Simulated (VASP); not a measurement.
Set up this calculation in VASP 6.6.1, as the native input.

| Property | Result |
| --- | --- |
| Task | electric field gradients |
| Functional | PBE |
| Potentials or basis | VASP PAW PBE potentials, release 64 (Cd, Se) |
| Cutoff | 400 eV |
| k mesh | 8 × 8 × 8 |
| Occupations | fermi-dirac, width 0.03 eV |
| Spin | no spin polarisation |
| Dipole correction | no |
| Further INCAR settings | ALGO = Normal; EDIFF = 1e-08; NBANDS = 16 |

The structure of CdSe lies in POSCAR:

```
CdSe
1.0
    0.0921081360      3.1163252666      3.1163252666
    3.1163252666      0.0921081360      3.1163252666
    3.1163252666      3.1163252666      0.0921081360
Cd Se
1 1
Direct
    0.0000000000      0.0000000000      0.0000000000
    0.2500000000      0.2500000000      0.2500000000
```

This cell differs from its parent crystal: equal xy, yz and zx shear strains of +3 %.

These files were run (other wordings do the same):

INCAR

```
ALGO = Normal ; EDIFF = 1E-8
ENCUT = 400 ; GGA = PE
GGA_COMPAT = F ; ISIF = 2
ISMEAR = -1 ; LASPH = T
LCHARG = F ; LEFG = T
LREAL = F ; LWAVE = F
NBANDS = 16 ; NELM = 120
PREC = Accurate ; SIGMA = 0.03
```

KPOINTS

```
k-points
0
Gamma
  8 8 8
```

Potentials or basis: VASP PAW PBE potentials, release 64 (Cd, Se).

Launch:

```bash
$ cat potpaw_PBE.64/Cd/POTCAR potpaw_PBE.64/Se/POTCAR > POTCAR
$ mpirun -np 1 vasp_std > vasp.out
```

It gave:

- Pressure: 1.4 GPa
- Largest force: 0.268 eV/Å
- Band gap on the k mesh: 0.51 eV
- Largest electric field gradient by atom: Cd +31.1; Se +13.7 V/Å²

Caveat: the cell differs from its parent crystal (equal xy, yz and zx shear strains of +3 %); without QUAD_EFG the Cq values of the log hold for a quadrupole moment of 1 mb, not for the nuclei.

It took 58 s on 1 thread of Intel(R) Xeon(R) Platinum 8488C (Sapphire Rapids) (shared host), peak memory 0.19 GiB.
